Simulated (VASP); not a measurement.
# TiO2 (I4_1/amd) in VASP: single point with PBE+U

Aim: the single point of TiO2 with PBE+U.

Program: VASP 6.6.1. These are calculated values, not measurements. Logs are shortened: lines on timing, memory, paths and dates and some standing lists are left out, and cuts for length are marked.

**1. The cell of the first run**

It takes space group I4_1/amd (No. 141, tetragonal). Conventional cell: a = 3.784 Å, b = 3.784 Å, c = 9.515 Å, α = 90.00°, β = 90.00°, γ = 90.00°. Ti (site symmetry -4m2) has 6 O at 1.93 to 1.98 Å within 2.6 Å. Within 2.6 Å of O (site symmetry 2mm) lie 3 Ti at 1.93 to 1.98 Å and 2 O at 2.47 Å.

**2. Single point, PBE+U**

Input file INCAR:

```
SYSTEM = TiO2
  ALGO = Normal
  EDIFF = 1E-7
  ENCUT = 520
  GGA = PE
  ISIF = 2
  ISMEAR = 0
  LASPH = .TRUE.
  LCHARG = .TRUE.
  LDAU = .TRUE.
  LDAUJ = 0 0
  LDAUL = 2 -1
  LDAUPRINT = 1
  LDAUTYPE = 2
  LDAUU = 4 0
  LELF = .TRUE.
  LMAXMIX = 4
  LREAL = .FALSE.
  LVHAR = .TRUE.
  LWAVE = .FALSE.
  NBANDS = 33
  NELECT = 48.25
  NELM = 150
  PREC = Accurate
  SIGMA = 0.05
```

Input file KPOINTS:

```
k-points
0
G
  8 8 8
  0 0 0
```

Input file POSCAR:

```
TiO2
1.0
    0.0000000000     -3.7842000000      0.0000000000
    3.7842000000      0.0000000000      0.0000000000
   -1.8921000000      1.8921000000      4.7573000000
Ti O
2 4
Direct
    0.0000000000      0.0000000000      0.0000000000
    0.7500000000      0.2500000000      0.5000000000
    0.2081000000      0.2081000000      0.4162000000
    0.9581000000      0.4581000000      0.9162000000
    0.5419000000      0.0419000000      0.0838000000
    0.7919000000      0.7919000000      0.5838000000
```

Potentials or basis: VASP PAW PBE potentials, release 64 (Ti_sv, O).

Run with:

```console
> cat potpaw_PBE.64/Ti_sv/POTCAR potpaw_PBE.64/O/POTCAR > POTCAR
> mpirun -np 1 vasp_std > vasp.out
```

OUTCAR:

```text
SYSTEM = TiO2
   EDIFF = 1E-7
   ENCUT = 520
   GGA = PE
   ISIF = 2
   ISMEAR = 0
   LASPH = .TRUE.
   LREAL = .FALSE.
   NELECT = 48.25
   NELM = 150
   PREC = Accurate

 ion  position               nearest neighbor table
   1  0.000  0.000  0.000-   5 1.93   4 1.93   5 1.93   4 1.93   6 1.98   3 1.98
   2  0.750  0.250  0.500-   6 1.93   3 1.93   6 1.93   3 1.93   4 1.98   5 1.98
   3  0.208  0.208  0.416-   2 1.93   2 1.93   1 1.98
   4  0.958  0.458  0.916-   1 1.93   1 1.93   2 1.98
   5  0.542  0.042  0.084-   1 1.93   1 1.93   2 1.98
   6  0.792  0.792  0.584-   2 1.93   2 1.93   1 1.98

  LATTYP: Found a body centered tetragonal cell.
 ALAT       =     3.7842000000
 C/A-ratio  =     2.5142962846

  Lattice vectors:

 A1 = (  -1.8921000000,  -1.8921000000,  -4.7573000000)
 A2 = (   1.8921000000,   1.8921000000,  -4.7573000000)
 A3 = (   1.8921000000,  -1.8921000000,   4.7573000000)

Analysis of symmetry for initial positions (statically):
=====================================================================
 Subroutine PRICEL returns:
 Original cell was already a primitive cell.

 Routine SETGRP: Setting up the symmetry group for a
 body centered tetragonal supercell.

 Subroutine GETGRP returns: Found 16 space group operations
 (whereof  8 operations were pure point group operations)
 out of a pool of 16 trial point group operations.

The static configuration has the point symmetry D_2d.
 The point group associated with its full space group is D_4h.

Analysis of symmetry for dynamics (positions and initial velocities):
=====================================================================
 Subroutine PRICEL returns:
 Original cell was already a primitive cell.

 Routine SETGRP: Setting up the symmetry group for a
 body centered tetragonal supercell.

 Subroutine GETGRP returns: Found 16 space group operations
 (whereof  8 operations were pure point group operations)
 out of a pool of 16 trial point group operations.

The dynamic configuration has the point symmetry D_2d.
 The point group associated with its full space group is D_4h.

 Subroutine INISYM returns: Found 16 space group operations
 (whereof  8 operations are pure point group operations),
 and found     1 'primitive' translations

----------------------------------------------------------------------------------------

                                     Primitive cell

  volume of cell :      68.1253

  direct lattice vectors                    reciprocal lattice vectors
     0.000000000 -3.784200000  0.000000000     0.000000000 -0.264256646  0.105101633
     3.784200000  0.000000000  0.000000000     0.264256646  0.000000000  0.105101633
    -1.892100000  1.892100000  4.757300000     0.000000000  0.000000000  0.210203267

  length of vectors
     3.784200000  3.784200000  5.458203744     0.284390450  0.284390450  0.210203267

  position of ions in fractional coordinates (direct lattice)
     0.000000000  0.000000000  0.000000000
     0.750000000  0.250000000  0.500000000
     0.208100000  0.208100000  0.416200000
     0.958100000  0.458100000  0.916200000
     0.541900000  0.041900000  0.083800000
     0.791900000  0.791900000  0.583800000

  ion indices of the primitive-cell ions
   primitive index   ion index
                 1           1
                 2           2
[... 102 lines left out ...]
   angular momentum for each species LDAUL =     2   -1
   U (eV)           for each species LDAUU =   4.0  0.0
   J (eV)           for each species LDAUJ =   0.0  0.0
   GGA     = PE    functional components
   LHFCALC =     F    Hartree Fock is set to
   AEXX    =    0.0000 exact exchange contribution
   IVDW    =     0    specifies the selected vdW correction
   LEPSILON=     F    determine dielectric tensor
   LRPA    =     F    only Hartree local field effects (RPA)
 non-spin polarized calculation
 Gauss-broadening in eV      SIGMA  =   0.05
  energy-cutoff  :      520.00
  volume of cell :       68.13
 maximum number of plane-waves:      1850
   NGX = 15   NGY = 15   NGZ = 21

atom =   1  type =  1  l = 2

 onsite density matrix

spin component  1

  0.1546 -0.0000  0.0000  0.0000 -0.0000
 -0.0000  0.0997  0.0000  0.0000  0.0000
  0.0000  0.0000  0.2479  0.0000 -0.0000
  0.0000  0.0000  0.0000  0.0997 -0.0000
 -0.0000  0.0000 -0.0000 -0.0000  0.2461

spin component  2

  0.1546 -0.0000  0.0000  0.0000 -0.0000
 -0.0000  0.0997  0.0000  0.0000  0.0000
  0.0000  0.0000  0.2479  0.0000 -0.0000
  0.0000  0.0000  0.0000  0.0997 -0.0000
 -0.0000  0.0000 -0.0000 -0.0000  0.2461

 occupancies and eigenvectors

  o =  0.0997  v =  0.0000 -0.9520 -0.0000 -0.3061  0.0000  0.0000  0.0000  0.0000  0.0000  0.0000      0.0000  0.0000  0.0000  0.0000  0.0000  0.0000  0.0000  0.0000  0.0000  0.0000
  o =  0.0997  v =  0.0000  0.0000  0.0000  0.0000  0.0000  0.0000 -0.9520 -0.0000 -0.3061  0.0000      0.0000  0.0000  0.0000  0.0000  0.0000  0.0000  0.0000  0.0000  0.0000  0.0000
  o =  0.0997  v =  0.0000  0.0000  0.0000  0.0000  0.0000  0.0000 -0.3061  0.0000  0.9520  0.0000      0.0000  0.0000  0.0000  0.0000  0.0000  0.0000  0.0000  0.0000  0.0000  0.0000
  o =  0.0997  v =  0.0000 -0.3061  0.0000  0.9520  0.0000  0.0000  0.0000  0.0000  0.0000  0.0000      0.0000  0.0000  0.0000  0.0000  0.0000  0.0000  0.0000  0.0000  0.0000  0.0000
  o =  0.1546  v =  0.0000  0.0000  0.0000  0.0000  0.0000  1.0000  0.0000  0.0000  0.0000  0.0000      0.0000  0.0000  0.0000  0.0000  0.0000  0.0000  0.0000  0.0000  0.0000  0.0000
  o =  0.1546  v =  1.0000  0.0000  0.0000  0.0000  0.0000  0.0000  0.0000  0.0000  0.0000  0.0000      0.0000  0.0000  0.0000  0.0000  0.0000  0.0000  0.0000  0.0000  0.0000  0.0000
  o =  0.2461  v =  0.0000  0.0000  0.0000  0.0000  1.0000  0.0000  0.0000  0.0000  0.0000  0.0000      0.0000  0.0000  0.0000  0.0000  0.0000  0.0000  0.0000  0.0000  0.0000  0.0000
  o =  0.2461  v =  0.0000  0.0000  0.0000  0.0000  0.0000  0.0000  0.0000  0.0000  0.0000  1.0000      0.0000  0.0000  0.0000  0.0000  0.0000  0.0000  0.0000  0.0000  0.0000  0.0000
  o =  0.2479  v =  0.0000  0.0000  0.0000  0.0000  0.0000  0.0000 -0.0000  1.0000 -0.0000 -0.0000      0.0000  0.0000  0.0000  0.0000  0.0000  0.0000  0.0000  0.0000  0.0000  0.0000
  o =  0.2479  v =  0.0000 -0.0000  1.0000 -0.0000 -0.0000  0.0000  0.0000  0.0000  0.0000  0.0000      0.0000  0.0000  0.0000  0.0000  0.0000  0.0000  0.0000  0.0000  0.0000  0.0000

atom =   2  type =  1  l = 2

 onsite density matrix

spin component  1

  0.1546 -0.0000  0.0000  0.0000 -0.0000
 -0.0000  0.0997  0.0000  0.0000  0.0000
  0.0000  0.0000  0.2479  0.0000 -0.0000
  0.0000  0.0000  0.0000  0.0997 -0.0000
 -0.0000  0.0000 -0.0000 -0.0000  0.2461

spin component  2

  0.1546 -0.0000  0.0000  0.0000 -0.0000
 -0.0000  0.0997  0.0000  0.0000  0.0000
  0.0000  0.0000  0.2479  0.0000 -0.0000
  0.0000  0.0000  0.0000  0.0997 -0.0000
 -0.0000  0.0000 -0.0000 -0.0000  0.2461

 occupancies and eigenvectors

  o =  0.0997  v =  0.0000  0.8112  0.0000 -0.5847  0.0000  0.0000  0.0000  0.0000  0.0000  0.0000      0.0000  0.0000  0.0000  0.0000  0.0000  0.0000  0.0000  0.0000  0.0000  0.0000
  o =  0.0997  v =  0.0000  0.0000  0.0000  0.0000  0.0000  0.0000  0.8112  0.0000 -0.5847  0.0000      0.0000  0.0000  0.0000  0.0000  0.0000  0.0000  0.0000  0.0000  0.0000  0.0000
  o =  0.0997  v =  0.0000 -0.5847  0.0000 -0.8112 -0.0000  0.0000  0.0000  0.0000  0.0000  0.0000      0.0000  0.0000  0.0000  0.0000  0.0000  0.0000  0.0000  0.0000  0.0000  0.0000
  o =  0.0997  v =  0.0000  0.0000  0.0000  0.0000  0.0000  0.0000 -0.5847  0.0000 -0.8112 -0.0000      0.0000  0.0000  0.0000  0.0000  0.0000  0.0000  0.0000  0.0000  0.0000  0.0000
  o =  0.1546  v =  0.0000  0.0000  0.0000  0.0000  0.0000  1.0000  0.0000  0.0000  0.0000  0.0000      0.0000  0.0000  0.0000  0.0000  0.0000  0.0000  0.0000  0.0000  0.0000  0.0000
  o =  0.1546  v =  1.0000  0.0000  0.0000  0.0000  0.0000  0.0000  0.0000  0.0000  0.0000  0.0000      0.0000  0.0000  0.0000  0.0000  0.0000  0.0000  0.0000  0.0000  0.0000  0.0000
  o =  0.2461  v =  0.0000  0.0000  0.0000 -0.0000 -1.0000  0.0000  0.0000  0.0000  0.0000  0.0000      0.0000  0.0000  0.0000  0.0000  0.0000  0.0000  0.0000  0.0000  0.0000  0.0000
  o =  0.2461  v =  0.0000  0.0000  0.0000  0.0000  0.0000  0.0000  0.0000  0.0000 -0.0000 -1.0000      0.0000  0.0000  0.0000  0.0000  0.0000  0.0000  0.0000  0.0000  0.0000  0.0000
  o =  0.2479  v =  0.0000  0.0000  0.0000  0.0000  0.0000  0.0000  0.0000  1.0000  0.0000  0.0000      0.0000  0.0000  0.0000  0.0000  0.0000  0.0000  0.0000  0.0000  0.0000  0.0000
  o =  0.2479  v =  0.0000  0.0000  1.0000  0.0000  0.0000  0.0000  0.0000  0.0000  0.0000  0.0000      0.0000  0.0000  0.0000  0.0000  0.0000  0.0000  0.0000  0.0000  0.0000  0.0000

 number of electron      48.2499992 magnetization

 Free energy of the ion-electron system (eV)
  ---------------------------------------------------
  ext. energy  EPLUGINS =         0.00000000
  ---------------------------------------------------
  free energy    TOTEN  =       -46.65871542 eV

  energy without entropy =      -46.65760759  energy(sigma->0) =      -46.65816150

 E-fermi :   7.0164     XC(G=0): -10.8014

 val. band max:        6.9870812640   @ k =   0.1250   0.1250   0.1250
 cond. band min:       7.0326745770   @ k =   0.1250   0.1250   0.2500
 fundamental gap:      0.0455933130
 Fermi energy:         7.0164093960

 k-point     1 :       0.0000    0.0000    0.0000
  band No.  band energies     occupation
      1     -53.4091      2.00000
      2     -53.3500      2.00000
      3     -29.9054      2.00000
      4     -29.5725      2.00000
      5     -29.5725      2.00000
      6     -29.5268      2.00000
[... 853 lines left out ...]
     32       9.8325      0.00000
     33      10.0868      0.00000

 [... further k-points ...]
[... 5 lines left out ...]
  --------------------------------------------------------------------------------------
  -------------------------------------------------------------------------------------
  Total        9.0635087      9.0635087      8.1641047      0.0000000      0.0000000      0.0000000
  in kB      213.1563300    213.1563300    192.0040760      0.0000000      0.0000000      0.0000000
  external PRESSURE =     206.1055787 kB  Pullay stress =       0.0000000 kB

 VOLUME and BASIS-vectors are now :
 -----------------------------------------------------------------------------
  energy-cutoff  :      520.00
  volume of cell :       68.13
      direct lattice vectors                 reciprocal lattice vectors
     0.000000000 -3.784200000  0.000000000     0.000000000 -0.264256646  0.105101633
     3.784200000  0.000000000  0.000000000     0.264256646  0.000000000  0.105101633
    -1.892100000  1.892100000  4.757300000     0.000000000  0.000000000  0.210203267

 POSITION                                       TOTAL-FORCE (eV/Angst)
 -----------------------------------------------------------------------------------
      0.00000      0.00000      0.00000         0.000000      0.000000      0.000000
      0.00000     -1.89210      2.37865        -0.000000     -0.000000      0.000000
      0.00000      0.00000      1.97999         0.000000      0.000000      0.307771
      0.00000     -1.89210      4.35864        -0.000000     -0.000000      0.307771
      0.00000     -1.89210      0.39866        -0.000000      0.000000     -0.307771
      1.89210     -1.89210      2.77731        -0.000000      0.000000     -0.307771
 -----------------------------------------------------------------------------------
    total drift:                                0.000000     -0.000000      0.000000

  FREE ENERGIE OF THE ION-ELECTRON SYSTEM (eV)
  ---------------------------------------------------
  free  energy   TOTEN  =       -46.6587154151 eV

  energy  without entropy=      -46.6576075921  energy(sigma->0) =      -46.65816150
```

It took 2.8 min on 1 thread of Intel Xeon Platinum 8259CL at 2.50GHz (Skylake/Cascade Lake), shared host; peak memory 0.24 GiB.

Results:

```
Free energy   : -46.6587 eV
Largest force : 0.308 eV/Å
```

Forces in eV/Å, atoms in the order of the input:
```
Ti   0.000  0.000  0.000
Ti   0.000  0.000  0.000
O    0.000  0.000  0.308
O    0.000  0.000  0.308
O    0.000  0.000 -0.308
O    0.000  0.000 -0.308
```

Levels at points of the mesh, in eV from the Fermi level:
```csv
k point,band 20,band 21,band 22,band 23,band 24,band 25,band 26,band 27,band 28,band 29
"(0.00, 0.00, 0.00)",-4.13,-4.04,-4.04,-3.84,-3.84,-0.62,0.18,1.28,1.28,1.35
"(0.50, 0.00, 0.00)",-5.35,-5.24,-4.33,-4.20,-4.03,0.58,0.83,0.86,1.07,1.55
"(0.50, 0.50, 0.00)",-5.93,-5.39,-5.39,-3.39,-3.39,0.74,0.74,1.16,1.16,2.15
"(0.00, 0.00, 0.50)",-4.79,-4.62,-4.62,-3.49,-3.49,-0.24,-0.24,1.22,1.22,1.43
```

Eigenvalues of the final occupation matrices:
```tsv
site	spin	trace	eigenvalues
site 1 d	1	0.85	0.10 0.10 0.15 0.25 0.25
site 1 d	2	0.85	0.10 0.10 0.15 0.25 0.25
site 2 d	1	0.85	0.10 0.10 0.15 0.25 0.25
site 2 d	2	0.85	0.10 0.10 0.15 0.25 0.25
```

Caveat: the cell carries a net charge on a neutralising background, which shifts energy and pressure; the cell is charged against a uniform background, so pressure and absolute levels hang on convention; U without spin polarisation on a metal has little footing.
